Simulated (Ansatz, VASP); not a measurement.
MgO: VASP beside Ansatz

```
Mg O
1.0
     0.00000    2.07955    2.07955
     2.07955    0.00000    2.07955
     2.07955    2.07955    0.00000
Mg O
1 1
Direct
  0.00000 0.00000 0.00000
  0.50000 0.50000 0.50000
```

Alike in both runs: functional LDA; k mesh 10 × 10 × 10; no spin polarisation.

Ansatz relaxed the structure, and its values are those at the end. VASP's run is a single point on that final structure, the one shown.

|  | VASP | Ansatz |
| --- | --- | --- |
| version | VASP 6.6.1 | Ansatz 0.2.0 |
| potentials or method | VASP PAW LDA potentials, release 64 (Mg_sv, O), cutoff 750 eV | scalar-relativistic, plane waves, PAW |
| occupations | gaussian, width 0.01 eV | fixed |
| valence electrons in the cell | 16 | 16 |

Ansatz gave:

| Property | Result |
| --- | --- |
| gap on the k mesh at the Fermi level (eV) | 5.04 |
| least direct gap on the mesh (eV) | 5.04 |
| pressure (GPa) | 0.0 |

Q: Estimate VASP's values.

A: gap on the k mesh at the Fermi level (eV): 5.05; least direct gap on the mesh (eV): 5.05; pressure (GPa): 0.1.

LDA's correlation is that of Perdew and Zunger in VASP and of Perdew and Wang (1992) in Ansatz.
